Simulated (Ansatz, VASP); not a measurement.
## SrCl2: VASP beside Ansatz

```xyz
3
Lattice="4.5121 0.0000 0.0000 -2.2561 3.9076 0.0000 0.0000 0.0000 5.4318" Properties=species:S:1:pos:R:3 pbc="T T T"
Sr    0.0000    0.0000    0.0000
Cl    0.0000    2.6051    1.3320
Cl    2.2561    1.3025    4.0997
```

Change from the starting cell: epitaxial_xy strain +2.4%.

Alike in both runs: task single point; functional PBE; k mesh 6 × 6 × 6; occupations fermi-dirac, width 0.02 eV; no spin polarisation.

|  | VASP | Ansatz |
| --- | --- | --- |
| version | VASP 6.6.1 | Ansatz 0.2.0 |
| potentials or method | VASP PAW PBE potentials, release 64 (Sr_sv, Cl) | plane waves, PAW |
| plane-wave cutoff (eV) | 520 | 420 |
| valence electrons in the cell | 24 | 24 |

```tsv
	VASP	Ansatz	Ansatz less VASP
gap on the k mesh at the Fermi level (eV)	4.94	4.95	+0.004
pressure (GPa)	0.5	0.4	-0.08
traceless stress, the component that is largest in VASP (GPa)	0.75	0.79	+0.039
rms of the force components (eV/Å)	0.009	0.000	-0.0092
```

Atom by atom the forces differ by 0.009 eV/Å (rms over components). The functional is the same, so the differences come from potentials, cutoffs and numerics.
